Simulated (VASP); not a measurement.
Write the native input for VASP 6.6.1 that does the following.

```yaml
Task: single point
Functional: LDA
Potentials_or_basis: VASP PAW LDA potentials, release 64 (Be)
Cutoff: 520 eV
k_mesh: 15 × 15 × 15
Occupations: fermi-dirac, width 0.08 eV
Spin: no spin polarisation
Dipole_correction: no
Further_INCAR_settings: ALGO = Normal; EDIFF = 1e-06; NBANDS = 9
```

The structure of Be lies in POSCAR:

```
Be
1.0
    0.0000000000      1.9763827765      1.9763827765
    1.9763827765      0.0000000000      1.9763827765
    1.9763827765      1.9763827765      0.0000000000
Be
2
Direct
   -0.1250000000     -0.1250000000     -0.1250000000
    0.1250000000      0.1250000000      0.1250000000
```

This cell differs from its parent crystal: volume scaled by 0.55.

These files were run (other wordings do the same):

INCAR

```
SYSTEM = Be
PREC = Accurate ; ENCUT = 520
EDIFF = 1E-6 ; ISMEAR = -1
SIGMA = 0.08 ; LREAL = .False.
LASPH = .True. ; NELM = 80
ALGO = Normal ; ISIF = 2
LWAVE = .False. ; LCHARG = .True.
LELF = .True. ; LVHAR = .True.
NBANDS = 9
```

KPOINTS

```
regular mesh
0
Gamma
  15 15 15
  0 0 0
```

Potentials or basis: VASP PAW LDA potentials, release 64 (Be).

The run is started by

```bash
$ cat potpaw_LDA.64/Be/POTCAR > POTCAR
$ mpirun -np 1 vasp_std > vasp.out
```

Results of the run:

| Property | Result |
| --- | --- |
| Pressure | 77.1 GPa |
| Band gap on the k mesh | zero (band 2 reaches 13.26 eV, above the bottom of band 3 at 4.32 eV) |

Run time: 4.8 s on 1 thread of Intel(R) Xeon(R) 6975P-C (Granite Rapids), on a shared host, peak memory 0.12 GiB.
